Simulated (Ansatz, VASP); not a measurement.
## Two plane-wave programs on SnSe

```
CELL_PARAMETERS angstrom
0.00000 3.07020 3.01000
3.07020 0.00000 3.01000
3.07020 3.07020 0.00000
ATOMIC_POSITIONS crystal
Sn 0.00000 0.00000 0.00000
Se 0.50000 0.50000 0.50000
```

Change from the starting cell: equal xx and yy strain of +2 %, PAW files.

Alike in both runs: task electric field gradients; functional PBEsol; k mesh 7 × 7 × 7; occupations fermi-dirac, width 0.01 eV; no spin polarisation.

|  | VASP | Ansatz |
| --- | --- | --- |
| version | VASP 6.6.1 | Ansatz 0.2.0 |
| potentials or method | VASP PAW PBE potentials, release 64 (Sn_d, Se) | PAW with Ansatz's default frozen-core files, scalar-relativistic |
| plane-wave cutoff (eV) | 520 | 420 |
| valence electrons in the cell | 20 | 30 |

Ansatz gave:

```
gap on the k mesh at the Fermi level (eV)                     : 0.75
pressure (GPa)                                                : -3.6
traceless stress, the component that is largest in VASP (GPa) : 1.29
size of Vzz on the site where it differs most (V/Å²)          : 27.3
```

**Question.** Which values does VASP return?

**Answer.** gap on the k mesh at the Fermi level (eV): 0.74; pressure (GPa): -3.6; traceless stress, the component that is largest in VASP (GPa): 1.30; size of Vzz on the site where it differs most (V/Å²): 26.8.

VASP's potentials were made for PBE, not for PBEsol. VASP's potentials hold 20 valence electrons a cell and Ansatz's 30, so a difference there can come from the potentials and not from the codes.
